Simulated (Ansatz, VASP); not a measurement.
## Two plane-wave programs on S

File INCAR:

```
  PREC = Accurate
  ENCUT = 600
  EDIFF = 1E-6
  ISMEAR = -1
  SIGMA = 0.08
  LREAL = F
  LASPH = T
  NELM = 80
  ALGO = Normal
  ISIF = 3
  LWAVE = F
  LCHARG = F
  GGA = PE
  IBRION = 2
  NSW = 60
  EDIFFG = -0.005
```

KPOINTS

```
regular mesh
0
Gamma
  17 17 17
```

Contents of POSCAR:

```
S
1.0
    0.0000000000      2.0408275510      2.0408275510
    2.0408275510      0.0000000000      2.0408275510
    2.0408275510      2.0408275510      0.0000000000
S
1
Direct
    0.0000000000      0.0000000000      0.0000000000
```

Input for Ansatz:

```yaml
crystal:
  lattice:
    - [0.0, 2.040827551, 2.040827551]
    - [2.040827551, 0.0, 2.040827551]
    - [2.040827551, 2.040827551, 0.0]
  atoms:
    - { symbol: S, position: [0.0, 0.0, 0.0] }
kpoints:
  mp_grid: { grid: [17, 17, 17] }
scf:
  occupations: { method: fermi_dirac, width: 0.08 }
hamiltonian:
  xc: pbe
  pseudopotentials: { kind: paw }
output:
  forces: true
  stress: true
relax:
  f_tol: 0.005
  max_steps: 40
  cell: {}
```

Alike in both runs: task relaxation of cell and atoms; functional PBE; k mesh 17 × 17 × 17; occupations fermi-dirac, width 0.08 eV; no spin polarisation.

```csv
,VASP,Ansatz
version,VASP 6.6.1,Ansatz 0.2.0
potentials or method,"VASP PAW PBE potentials, release 64 (S)","PAW with Ansatz's default frozen-core files, scalar-relativistic"
plane-wave cutoff (eV),600,420
valence electrons in the cell,6,6
```

Ansatz gave:

* relaxed volume (Å³/atom): 15.89
* relaxed cell length with the largest relative difference (Å): 2.822

Q: What did VASP give for the same quantities?

A: Relaxed volume (Å³/atom): 15.87; relaxed cell length with the largest relative difference (Å): 2.821.
